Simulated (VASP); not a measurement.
Input of a VASP 6.6.1 run:

The input INCAR:

```
PREC = Accurate
ENCUT = 600
EDIFF = 1E-6
ISMEAR = 0
SIGMA = 0.15
LREAL = False
LASPH = True
NELM = 120
ALGO = Normal
ISIF = 2
LWAVE = False
LCHARG = True
GGA = PE
LELF = True
LVHAR = True
NBANDS = 22
GGA_COMPAT = False
```

KPOINTS

```
Automatic mesh
0
Gamma
  3 3 2
```

Contents of POSCAR:

```
Mg5SiN2
1.0
    3.8628730860      0.0000000000      0.0000000000
    0.0000000000      3.8628730860      0.0000000000
    0.0000000000      0.0000000000      8.2124917566
Mg Si N
5 1 2
Direct
    0.0000000000      0.5000000000      0.2592166199
    0.5000000000      0.0000000000      0.7407833801
    0.5000000000      0.0000000000      0.2592166199
    0.0000000000      0.5000000000      0.7407833801
    0.5000000000      0.5000000000      0.0000000000
    0.0000000000      0.0000000000      0.5000000000
    0.0000000000      0.0000000000      0.0000000000
    0.5000000000      0.5000000000      0.5000000000
```

Potentials or basis: VASP PAW PBE potentials, release 64 (Mg, Si, N).

Run with:

```bash
$ cat potpaw_PBE.64/Mg/POTCAR potpaw_PBE.64/Si/POTCAR potpaw_PBE.64/N/POTCAR > POTCAR
$ mpirun -np 1 vasp_std > vasp.out
```

Question: What does it give for the pressure?

Answer: 0.0 GPa.

Question: Predict the band gap on the k mesh.

Answer: Zero (bands 12 and 13 overlap by 1.08 eV).

Forces in eV/Å, atoms in the order of the input:
```
Mg   0.000  0.000  0.008
Mg   0.000  0.000 -0.008
Mg   0.000  0.000  0.008
Mg   0.000  0.000 -0.008
Mg   0.000  0.000  0.000
Si   0.000  0.000  0.000
N    0.000  0.000  0.000
N    0.000  0.000  0.000
```

Caveat: the k points lie up to 0.54 Å⁻¹ apart, too coarse for converged energies and pressures of a metal.
